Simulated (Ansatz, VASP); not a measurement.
**SnSe in VASP and in Ansatz**

INCAR

```
SYSTEM = SnSe
PREC = Accurate
ENCUT = 520
EDIFF = 1E-6
ISMEAR = -1
SIGMA = 0.05
LREAL = .FALSE.
LASPH = .TRUE.
NELM = 80
ALGO = Normal
ISIF = 2
LWAVE = .FALSE.
LCHARG = .TRUE.
GGA = RE
IVDW = 12
LELF = .TRUE.
LVHAR = .TRUE.
NBANDS = 50
```

The input KPOINTS:

```
regular mesh
0
G
  3 6 6
  0 0 0
```

POSCAR

```
SnSe
1.0
   11.5702803916      0.0000000000      0.0000000000
    0.0000000000      4.2451379020      0.0000000000
    0.0000000000      0.0000000000      4.5186909410
Sn Se
4 4
Direct
    0.8770000000      0.7500000000      0.9090000000
    0.6230000000      0.2500000000      0.4090000000
    0.3770000000      0.7500000000      0.5910000000
    0.1230000000      0.2500000000      0.0910000000
    0.6430000000      0.7500000000      0.9840000000
    0.8570000000      0.2500000000      0.4840000000
    0.1430000000      0.7500000000      0.5160000000
    0.3570000000      0.2500000000      0.0160000000
```

File input.yaml:

```yaml
crystal:
  lattice:
    - [11.5702803916, 0.0, 0.0]
    - [0.0, 4.245137902, 0.0]
    - [0.0, 0.0, 4.518690941]
  atoms:
    - { symbol: Sn, position: [0.877, 0.75, 0.909] }
    - { symbol: Sn, position: [0.623, 0.25, 0.409] }
    - { symbol: Sn, position: [0.377, 0.75, 0.591] }
    - { symbol: Sn, position: [0.123, 0.25, 0.091] }
    - { symbol: Se, position: [0.643, 0.75, 0.984] }
    - { symbol: Se, position: [0.857, 0.25, 0.484] }
    - { symbol: Se, position: [0.143, 0.75, 0.516] }
    - { symbol: Se, position: [0.357, 0.25, 0.016] }
hamiltonian:
  xc: revpbe
  pseudopotentials: { kind: paw }
  dispersion: d3bj
kpoints:
  mp_grid: { grid: [3, 6, 6] }
scf:
  occupations: { method: fermi_dirac, width: 0.05 }
output:
  forces: true
  stress: true
  eigenvalues: true
```

Alike in both runs: task single point; functional revPBE; dispersion D3(BJ); k mesh 3 × 6 × 6; occupations fermi-dirac, width 0.05 eV; no spin polarisation.

```csv
,VASP,Ansatz
version,VASP 6.6.1,Ansatz 0.2.0
potentials or method,"VASP PAW PBE potentials, release 64 (Sn_d, Se)",Ansatz PAW
plane-wave cutoff (eV),520,420
valence electrons in the cell,80,120
```

Ansatz gave:

| Property | Result |
| --- | --- |
| gap on the k mesh at the Fermi level (eV) | 0.60 |
| least direct gap on the mesh (eV) | 0.77 |
| pressure (GPa) | -2.1 |
| traceless stress, the component that is largest in VASP (GPa) | 1.54 |
| rms of the force components (eV/Å) | 0.089 |

Question: Which values does VASP return?

Answer: gap on the k mesh at the Fermi level (eV): 0.60; least direct gap on the mesh (eV): 0.76; pressure (GPa): -2.1; traceless stress, the component that is largest in VASP (GPa): 1.57; rms of the force components (eV/Å): 0.090.

VASP's potentials were made for PBE, not for revPBE. Atom by atom the forces differ by 0.008 eV/Å (rms over components). VASP's potentials hold 80 valence electrons a cell and Ansatz's 120, so a difference there can come from the potentials and not from the codes.

Noted on Ansatz's run: odd divisions of the mesh miss points on the zone boundary, where band edges often lie, so the gap on the mesh can be too wide.
